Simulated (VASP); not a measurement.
A run of VASP 6.6.1 is set up as follows.

INCAR

```
ALGO = Normal
EDIFF = 1E-7
ENCUT = 520
GGA = PE
ISIF = 2
ISMEAR = 0
LASPH = T
LCHARG = T
LELF = T
LREAL = F
LVHAR = T
LWAVE = F
NBANDS = 15
NELM = 100
PREC = Accurate
SIGMA = 0.15
```

KPOINTS

```
k-points
0
Gamma
  18 18 18
```

Contents of POSCAR:

```
TaN
1.0
    0.0000000000      2.1790000000      2.1790000000
    2.1790000000      0.0000000000      2.1790000000
    2.1790000000      2.1790000000      0.0000000000
Ta N
1 1
Direct
    0.5000000000      0.5000000000      0.5000000000
    0.0000000000      0.0000000000      0.0000000000
```

Potentials or basis: VASP PAW PBE potentials, release 64 (Ta_pv, N).

Run with:

```console
$ cat potpaw_PBE.64/Ta_pv/POTCAR potpaw_PBE.64/N/POTCAR > POTCAR
$ mpirun -np 1 vasp_std > vasp.out
```

**Question.** What does it give for the band gap on the k mesh?

**Answer.** Zero (band 8 reaches 11.85 eV, above the bottom of band 9 at 7.68 eV).

**Question.** What does it give for the pressure?

**Answer.** 15.5 GPa.

Caveat: spin-orbit coupling is left out, which moves the levels of the heavy elements.
